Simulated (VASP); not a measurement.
# Ag in VASP: a series of runs

The runs below take Ag through single point, with PBE.

Everything below comes from runs of VASP 6.6.1. Logs are shortened: lines on timing, memory, paths and dates and some standing lists are left out, and cuts for length are marked.

## (1) The cell of the first run

The structure is cubic, space group Fm-3m (No. 225). Conventional cell: a = 4.085 Å, b = 4.085 Å, c = 4.085 Å, α = 90.00°, β = 90.00°, γ = 90.00°. Within 3.8 Å of Ag (site symmetry m-3m) lie 12 Ag at 2.89 Å.

## (2) Single point, PBE

Input file INCAR:

```
  PREC = Accurate
  ENCUT = 520
  EDIFF = 1E-7
  ISMEAR = -1
  SIGMA = 0.1
  LREAL = F
  LASPH = T
  NELM = 80
  ALGO = Normal
  ISIF = 2
  LWAVE = F
  LCHARG = F
  GGA = PE
  NBANDS = 12
```

Input file KPOINTS:

```
regular mesh
0
Gamma
  15 15 15
```

Input file POSCAR:

```
Ag
1.0
    0.0000000000      2.0427500000      2.0427500000
    2.0427500000      0.0000000000      2.0427500000
    2.0427500000      2.0427500000      0.0000000000
Ag
1
Direct
    0.0000000000      0.0000000000      0.0000000000
```

Potentials or basis: VASP PAW PBE potentials, release 64 (Ag).

On the command line:

```bash
> cat potpaw_PBE.64/Ag/POTCAR > POTCAR
> mpirun -np 1 vasp_std > vasp.out
```

OUTCAR:

```text
PREC = Accurate
   ENCUT = 520
   EDIFF = 1E-7
   ISMEAR = -1
   LREAL = F
   LASPH = T
   NELM = 80
   ISIF = 2
   GGA = PE

 ion  position               nearest neighbor table
   1  0.000  0.000  0.000-

  LATTYP: Found a face centered cubic cell.
 ALAT       =     4.0855000000

  Lattice vectors:

 A1 = (   0.0000000000,   2.0427500000,   2.0427500000)
 A2 = (   2.0427500000,   0.0000000000,   2.0427500000)
 A3 = (   2.0427500000,   2.0427500000,   0.0000000000)

Analysis of symmetry for initial positions (statically):
=====================================================================
 Subroutine PRICEL returns:
 Original cell was already a primitive cell.

 Routine SETGRP: Setting up the symmetry group for a
 face centered cubic supercell.

 Subroutine GETGRP returns: Found 48 space group operations
 (whereof 48 operations were pure point group operations)
 out of a pool of 48 trial point group operations.

The static configuration has the point symmetry O_h .

Analysis of symmetry for dynamics (positions and initial velocities):
=====================================================================
 Subroutine PRICEL returns:
 Original cell was already a primitive cell.

 Routine SETGRP: Setting up the symmetry group for a
 face centered cubic supercell.

 Subroutine GETGRP returns: Found 48 space group operations
 (whereof 48 operations were pure point group operations)
 out of a pool of 48 trial point group operations.

The dynamic configuration has the point symmetry O_h .

 Subroutine INISYM returns: Found 48 space group operations
 (whereof 48 operations are pure point group operations),
 and found     1 'primitive' translations

----------------------------------------------------------------------------------------

                                     Primitive cell

  volume of cell :      17.0481

  direct lattice vectors                    reciprocal lattice vectors
     0.000000000  2.042750000  2.042750000    -0.244768082  0.244768082  0.244768082
     2.042750000  0.000000000  2.042750000     0.244768082 -0.244768082  0.244768082
     2.042750000  2.042750000  0.000000000     0.244768082  0.244768082 -0.244768082

  length of vectors
     2.888884755  2.888884755  2.888884755     0.423950755  0.423950755  0.423950755

  position of ions in fractional coordinates (direct lattice)
     0.000000000  0.000000000  0.000000000

  ion indices of the primitive-cell ions
   primitive index   ion index
[... 74 lines left out ...]
   LREAL  =      F    real-space projection
   EDIFFG = 0.1E-05   stopping-criterion for IOM
   NSW    =      0    number of steps for IOM
   IBRION =     -1    ionic relax: 0-MD 1-quasi-New 2-CG
   NFREE  =      0    steps in history (QN), initial steepest desc. (CG)
   ISIF   =      2    stress and relaxation
   ISYM   =      2    0-nonsym 1-usesym 2-fastsym
   POTIM  = 0.5000    time-step for ionic-motion
   TEBEG  =    0.0;   TEEND  =   0.0 temperature during run
   PSTRESS=    0.0 pullay stress
   NELECT =      11.0000    total number of electrons
   NUPDOWN=      -1.0000    fix difference up-down
   EMIN   =  10.00;   EMAX   =-10.00  energy-range for DOS
   EFERMI =   0.00;   METHOD = LEGACY
   ISMEAR =    -1;   SIGMA  =   0.10  broadening in eV -4-tet -1-fermi 0-gaus
   EFERMI_NEDOS =   21; number of points for ismear=-14 and -15
   IALGO  =     38    algorithm
   IMIX   =      4    mixing-type and parameters
     AMIX     =   0.40;   BMIX     =  1.00
     AMIX_MAG =   1.60;   BMIX_MAG =  1.00
  volume/ion in A,a.u.               =      17.05       115.05
  Fermi-wavevector in a.u.,A,eV,Ry     =   1.414644  2.673290 27.228221  2.001218
  Thomas-Fermi vector in A             =   2.536165
   LORBIT       =      0    0 simple, 1 ext, 2 COOP (PROOUT), +10 PAW based schemes
   GGA     = PE    functional components
   LHFCALC =     F    Hartree Fock is set to
   AEXX    =    0.0000 exact exchange contribution
   IVDW    =     0    specifies the selected vdW correction
   LEPSILON=     F    determine dielectric tensor
   LRPA    =     F    only Hartree local field effects (RPA)
 non-spin polarized calculation
  energy-cutoff  :      520.00
  volume of cell :       17.05
 maximum number of plane-waves:       477
 NGX is ok and might be reduce to    24
   NGX = 11   NGY = 11   NGZ = 11

 number of electron      10.9999999 magnetization

 Free energy of the ion-electron system (eV)
  ---------------------------------------------------
  ext. energy  EPLUGINS =         0.00000000
  ---------------------------------------------------
  free energy    TOTEN  =        -2.70929531 eV

  energy without entropy =       -2.69833944  energy(sigma->0) =       -2.70381737

 E-fermi :   8.5504     XC(G=0): -12.2114

 val. band max:        8.5396347218   @ k =  -0.2667   0.2667   0.0000
 cond. band min:       8.5745785302   @ k =  -0.3333   0.2000   0.0000
 fundamental gap:      0.0349438084
 Fermi energy:         8.5503747893

 k-point     1 :       0.0000    0.0000    0.0000
  band No.  band energies     occupation
      1       0.6629      2.00000
      2       3.6213      2.00000
      3       3.6213      2.00000
      4       3.6213      2.00000
      5       4.6551      2.00000
      6       4.6551      2.00000
      7      24.4568      0.00000
      8      28.0362      0.00000
      9      28.0362      0.00000
     10      28.0362      0.00000
     11      32.8435      0.00000
     12      33.9837      0.00000
[... 331 lines left out ...]
 k-point    24 :       0.2000    0.1333    0.0000
  band No.  band energies     occupation
      1       1.7975      2.00000
      2       3.2279      2.00000
      3       3.9795      2.00000
      4       4.0137      2.00000
      5       4.4116      2.00000
      6       4.8450      2.00000
      7      23.5372      0.00000
      8      25.1123      0.00000
      9      25.5223      0.00000
     10      27.0097      0.00000
     11      30.6139      0.00000
     12      33.7152      0.00000

 [... further k-points ...]
[... 5 lines left out ...]
  --------------------------------------------------------------------------------------
  -------------------------------------------------------------------------------------
  Total        0.4797736      0.4797736      0.4797736     -0.0000000     -0.0000000      0.0000000
  in kB       45.0890711     45.0890711     45.0890711     -0.0000000     -0.0000000      0.0000000
  external PRESSURE =      45.0890711 kB  Pullay stress =       0.0000000 kB

 VOLUME and BASIS-vectors are now :
 -----------------------------------------------------------------------------
  energy-cutoff  :      520.00
  volume of cell :       17.05
      direct lattice vectors                 reciprocal lattice vectors
     0.000000000  2.042750000  2.042750000    -0.244768082  0.244768082  0.244768082
     2.042750000  0.000000000  2.042750000     0.244768082 -0.244768082  0.244768082
     2.042750000  2.042750000  0.000000000     0.244768082  0.244768082 -0.244768082

 POSITION                                       TOTAL-FORCE (eV/Angst)
 -----------------------------------------------------------------------------------
      0.00000      0.00000      0.00000         0.000000      0.000000     -0.000000
 -----------------------------------------------------------------------------------
    total drift:                               -0.000000      0.000000      0.000000

  FREE ENERGIE OF THE ION-ELECTRON SYSTEM (eV)
  ---------------------------------------------------
  free  energy   TOTEN  =        -2.7092953058 eV

  energy  without entropy=       -2.6983394392  energy(sigma->0) =       -2.70381737
```

It took 16 s on 1 thread of Intel Xeon 6975P-C (Granite Rapids), shared host; peak memory 0.15 GiB.

What came out:

```
Free energy : -2.7093 eV
Pressure    : 4.5 GPa
```

Levels at points of the mesh, in eV from the Fermi level:
```
           k point  band 3  band 4  band 5  band 6  band 7  band 8  band 9  band 10
(0.00, 0.00, 0.00)   -4.93   -4.93   -3.90   -3.90   15.91   19.49   19.49    19.49
```

## (3) Single point, PBE

This run uses another cell than the first one, of 16.04 Å³/atom, 0.941 times its volume.

Input file INCAR:

```
SYSTEM = Ag
PREC = Accurate ; ENCUT = 520
EDIFF = 1E-6 ; ISMEAR = -1
SIGMA = 0.1 ; LREAL = .False.
LASPH = .True. ; NELM = 100
ALGO = Normal ; ISIF = 2
LWAVE = .False. ; LCHARG = .True.
GGA = PE ; LELF = .True.
LVHAR = .True. ; NBANDS = 12
```

Input file KPOINTS:

```
regular mesh
0
Gamma
  15 15 15
  0 0 0
```

Input file POSCAR:

```
Ag
1.0
    0.0000000000      1.9814675000      2.0427500000
    1.9814675000      0.0000000000      2.0427500000
    1.9814675000      1.9814675000      0.0000000000
Ag
1
Direct
    0.0000000000      0.0000000000      0.0000000000
```

Potentials or basis: VASP PAW PBE potentials, release 64 (Ag).

On the command line:

```bash
> cat potpaw_PBE.64/Ag/POTCAR > POTCAR
> mpirun -np 1 vasp_std > vasp.out
```

OUTCAR:

```text
SYSTEM = Ag
   PREC = Accurate
   ENCUT = 520
   EDIFF = 1E-6
   ISMEAR = -1
   LREAL = .False.
   LASPH = .True.
   NELM = 100
   ISIF = 2
   GGA = PE

 ion  position               nearest neighbor table
   1  0.000  0.000  0.000-

  LATTYP: Found a body centered tetragonal cell.
 ALAT       =     2.8022182119
 C/A-ratio  =     1.4579521262

  Lattice vectors:

 A1 = (  -1.9814675000,   0.0000000000,   2.0427500000)
 A2 = (   1.9814675000,   0.0000000000,   2.0427500000)
 A3 = (   0.0000000000,   1.9814675000,  -2.0427500000)

Analysis of symmetry for initial positions (statically):
=====================================================================
 Subroutine PRICEL returns:
 Original cell was already a primitive cell.

 Routine SETGRP: Setting up the symmetry group for a
 body centered tetragonal supercell.

 Subroutine GETGRP returns: Found 16 space group operations
 (whereof 16 operations were pure point group operations)
 out of a pool of 16 trial point group operations.

The static configuration has the point symmetry D_4h.

Analysis of symmetry for dynamics (positions and initial velocities):
=====================================================================
 Subroutine PRICEL returns:
[... 160 lines left out ...]
 Fermi energy:         9.4419659188

 k-point     1 :       0.0000    0.0000    0.0000
  band No.  band energies     occupation
      1       1.0803      2.00000
      2       4.1245      2.00000
      3       4.3395      2.00000
      4       4.3395      2.00000
      5       5.3012      2.00000
      6       5.5262      2.00000
      7      25.4668      0.00000
      8      29.0704      0.00000
      9      29.5585      0.00000
     10      29.5585      0.00000
     11      34.3589      0.00000
     12      35.8018      0.00000
[... 331 lines left out ...]
 k-point    24 :       0.2000    0.1333    0.0000
  band No.  band energies     occupation
      1       2.2299      2.00000
      2       3.7306      2.00000
      3       4.6657      2.00000
      4       4.7693      2.00000
      5       5.0776      2.00000
      6       5.7049      2.00000
      7      25.0104      0.00000
      8      26.3813      0.00000
      9      27.1796      0.00000
     10      28.2816      0.00000
     11      32.0942      0.00000
     12      35.4340      0.00000

 [... further k-points ...]
[... 5 lines left out ...]
  --------------------------------------------------------------------------------------
  -------------------------------------------------------------------------------------
  Total        1.3392294      1.3392294      1.1947141      0.0000000     -0.0000000      0.0000000
  in kB      133.7662184    133.7662184    119.3315916      0.0000000     -0.0000000      0.0000000
  external PRESSURE =     128.9546761 kB  Pullay stress =       0.0000000 kB

 VOLUME and BASIS-vectors are now :
 -----------------------------------------------------------------------------
  energy-cutoff  :      520.00
  volume of cell :       16.04
      direct lattice vectors                 reciprocal lattice vectors
     0.000000000  1.981467500  2.042750000    -0.252338229  0.252338229  0.244768082
     1.981467500  0.000000000  2.042750000     0.252338229 -0.252338229  0.244768082
     1.981467500  1.981467500  0.000000000     0.252338229  0.252338229 -0.244768082

 POSITION                                       TOTAL-FORCE (eV/Angst)
 -----------------------------------------------------------------------------------
      0.00000      0.00000      0.00000         0.000000      0.000000      0.000000
 -----------------------------------------------------------------------------------
    total drift:                               -0.000000      0.000000     -0.000000

  FREE ENERGIE OF THE ION-ELECTRON SYSTEM (eV)
  ---------------------------------------------------
  free  energy   TOTEN  =        -2.6545323580 eV

  energy  without entropy=       -2.6445677267  energy(sigma->0) =       -2.64955004
```

OSZICAR:

```text
N       E                     dE             d eps       ncg     rms          rms(c)
DAV:   1     0.520787679135E+02    0.52079E+02   -0.55387E+03  6992   0.836E+02
DAV:   2    -0.209956320646E+01   -0.54178E+02   -0.51232E+02  8068   0.197E+02
DAV:   3    -0.292734904272E+01   -0.82779E+00   -0.82716E+00  8148   0.254E+01
DAV:   4    -0.292973347626E+01   -0.23844E-02   -0.23843E-02  8076   0.144E+00
DAV:   5    -0.292975071050E+01   -0.17234E-04   -0.17235E-04  8176   0.110E-01    0.620E+00
DAV:   6    -0.266964076318E+01    0.26011E+00   -0.94871E-01  7724   0.887E+00    0.389E+00
DAV:   7    -0.265810804081E+01    0.11533E-01   -0.15477E-02  8000   0.116E+00    0.211E+00
DAV:   8    -0.265452284210E+01    0.35852E-02   -0.72052E-04  7904   0.195E-01    0.114E-01
DAV:   9    -0.265452770350E+01   -0.48614E-05   -0.80410E-06  8016   0.225E-02    0.265E-02
DAV:  10    -0.265453295553E+01   -0.52520E-05   -0.37511E-06  7904   0.176E-02    0.759E-03
DAV:  11    -0.265453235796E+01    0.59757E-06   -0.96293E-08  4284   0.263E-03
   1 F= -.26545324E+01 E0= -.26495500E+01  d E =-.996463E-02
```

stdout:

```text
POSCAR found type information on POSCAR Ag
 POSCAR found :  1 types and       1 ions
 scaLAPACK will be used
 LDA part: xc-table for (Slater+PW92), standard interpolation
 POSCAR, INCAR and KPOINTS ok, starting setup
 FFT: planning ... GRIDC
 FFT: planning ... GRID_SOFT
 FFT: planning ... GRID
 WAVECAR not read
 entering main loop
```

Wall time 29 s (1 thread of Intel Xeon 6975P-C (Granite Rapids), shared host); peak memory 0.18 GiB.

Results:

| Quantity | Value |
| --- | --- |
| Free energy | -2.6545 eV |
| Pressure | 12.9 GPa |

Levels at points of the mesh, in eV from the Fermi level:
```tsv
k point	band 2	band 3	band 4	band 5	band 6	band 7	band 8	band 9	band 10	band 11
(0.00, 0.00, 0.00)	-5.32	-5.10	-5.10	-4.14	-3.92	16.02	19.63	20.12	20.12	24.92
```
